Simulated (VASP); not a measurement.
Runs of VASP 6.6.1 on Ta2B2O. The structure is that of space group P-3m1 (No. 164), or close to it. The cells are those of the table. 

| task | spin | cell | k mesh | cutoff (eV) | gap on the mesh (eV) | pressure (GPa) | moment (μB) | relaxed volume (Å³/atom) | largest force (eV/Å) |
| --- | --- | --- | --- | --- | --- | --- | --- | --- | --- |
| single point | off | a = 2.952, b = 2.952, c = 7.053 Å, angles 90.0, 90.0, 120.0°, 5 atoms | 6 × 6 × 4 | 520 | none | 0.4 | - | - | 0.01 |
| single point | collinear, ferromagnetic start | a = 2.952, b = 2.952, c = 7.053 Å, angles 90.0, 90.0, 120.0°, 5 atoms | 6 × 6 × 4 | 520 | none | 0.4 | 0.00 | - | 0.01 |
| relaxation of cell and atoms | off | relaxed from a = 2.952, b = 2.952, c = 7.053 Å, angles 90.0, 90.0, 120.0°, 5 atoms | 12 × 12 × 6 | 600 | none | 0.0 | - | 10.67 | 0.01 |
| single point | off | a = 2.957, b = 2.957, c = 7.035 Å, angles 90.0, 90.0, 120.0°, 5 atoms | 12 × 12 × 6 | 520 | none | 0.4 | - | - | (a) |
| single point | collinear, ferromagnetic start | a = 3.547, b = 3.547, c = 5.673 Å, angles 90.0, 90.0, 120.0°, 5 atoms | 6 × 6 × 4 | 520 | none | -3.0 | 0.00 | - | 0.69 |
| single point | off | a = 3.547, b = 3.547, c = 5.673 Å, angles 90.0, 90.0, 120.0°, 5 atoms | 6 × 6 × 4 | 520 | none | -3.0 | - | - | 0.69 |
| relaxation of cell and atoms | off | relaxed from a = 3.547, b = 3.547, c = 5.673 Å, angles 90.0, 90.0, 120.0°, 5 atoms | 6 × 6 × 4 | 600 | none | 0.1 | - | 10.65 | 0.03 |

Alike in all rows: level PBE; potentials or basis VASP PAW PBE potentials, release 64 (Ta_pv, B, O); smearing gaussian 0.1 eV.

Task: Estimate the missing entries.

Result: (a) 0.02.

Caveats: some runs use coarse meshes; spin-orbit coupling is left out, which moves the levels of the heavy elements.

A k mesh can miss the band edges, and the runs leave out spin-orbit coupling on Ta.

A gap of «none» marks levels without a gap at the run's occupations.
